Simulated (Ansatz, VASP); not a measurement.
## Ta2N: VASP beside Ansatz

The input INCAR:

```
SYSTEM = Ta2N
PREC = Accurate
ENCUT = 520
EDIFF = 1E-6
ISMEAR = 0
SIGMA = 0.15
LREAL = .FALSE.
LASPH = .TRUE.
NELM = 80
ALGO = Normal
ISIF = 2
LWAVE = .FALSE.
LCHARG = .TRUE.
LELF = .TRUE.
LVHAR = .TRUE.
NBANDS = 50
```

The input KPOINTS:

```
regular mesh
0
G
  9 9 8
  0 0 0
```

File POSCAR:

```
Ta2N
1.0
    5.3763138840      0.0000000000      0.0000000000
   -2.6881569420      4.6560244023      0.0000000000
    0.0000000000      0.0000000000      4.6193288891
Ta N
6 3
Direct
    0.6430231761      0.6430231761      0.7526041962
    0.0000000000      0.3569768239      0.7526041962
    0.3569768239      0.0000000000      0.7526041962
    0.3569768239      0.3569768239      0.2473958038
    0.0000000000      0.6430231761      0.2473958038
    0.6430231761      0.0000000000      0.2473958038
    0.6666666667      0.3333333333      0.5000000000
    0.3333333333      0.6666666667      0.5000000000
    0.0000000000      0.0000000000      0.0000000000
```

Input for Ansatz:

```yaml
crystal:
  lattice:
    - [5.376313884, 0.0, 0.0]
    - [-2.688156942, 4.6560244023, 0.0]
    - [0.0, 0.0, 4.6193288891]
  atoms:
    - { symbol: Ta, position: [0.6430231761, 0.6430231761, 0.7526041962] }
    - { symbol: Ta, position: [0.0, 0.3569768239, 0.7526041962] }
    - { symbol: Ta, position: [0.3569768239, 0.0, 0.7526041962] }
    - { symbol: Ta, position: [0.3569768239, 0.3569768239, 0.2473958038] }
    - { symbol: Ta, position: [0.0, 0.6430231761, 0.2473958038] }
    - { symbol: Ta, position: [0.6430231761, 0.0, 0.2473958038] }
    - { symbol: "N", position: [0.6666666667, 0.3333333333, 0.5] }
    - { symbol: "N", position: [0.3333333333, 0.6666666667, 0.5] }
    - { symbol: "N", position: [0.0, 0.0, 0.0] }
basis:
  ecutwfc: 520.0
kpoints:
  mp_grid: { grid: [9, 9, 8] }
hamiltonian:
  xc: lda
  pseudopotentials: { kind: paw, azcp: { folder: soft_1 } }
scf:
  occupations: { method: gaussian, width: 0.15 }
output:
  forces: true
  stress: true
  eigenvalues: true
```

Alike in both runs: task single point; functional LDA; k mesh 9 × 9 × 8; occupations gaussian, width 0.15 eV; no spin polarisation.

```csv
,VASP,Ansatz
version,VASP 6.6.1,Ansatz 0.2.0
potentials or method,"VASP PAW LDA potentials, release 64 (Ta_pv, N), cutoff 520 eV","scalar-relativistic, plane waves, PAW"
valence electrons in the cell,81,93
```

Ansatz gave:

| Quantity | Value |
| --- | --- |
| gap on the k mesh at the Fermi level (eV) | none |
| pressure (GPa) | 5.6 |
| traceless stress, the component that is largest in VASP (GPa) | 16.17 |
| rms of the force components (eV/Å) | 1.510 |

**Question.** What did VASP give for the same quantities?

**Answer.** gap on the k mesh at the Fermi level (eV): none; pressure (GPa): 7.3; traceless stress, the component that is largest in VASP (GPa): 16.15; rms of the force components (eV/Å): 1.526.

Ansatz warns that its potentials were made for another functional, while VASP's fit it. LDA's correlation is that of Perdew and Zunger in VASP and of Perdew and Wang (1992) in Ansatz. Atom by atom the forces differ by 0.018 eV/Å (rms over components). A gap of «none» marks a metal or a gap that the smearing closes. VASP's potentials hold 81 valence electrons a cell and Ansatz's 93, so a difference there can come from the potentials and not from the codes.

Spin-orbit coupling is off throughout.
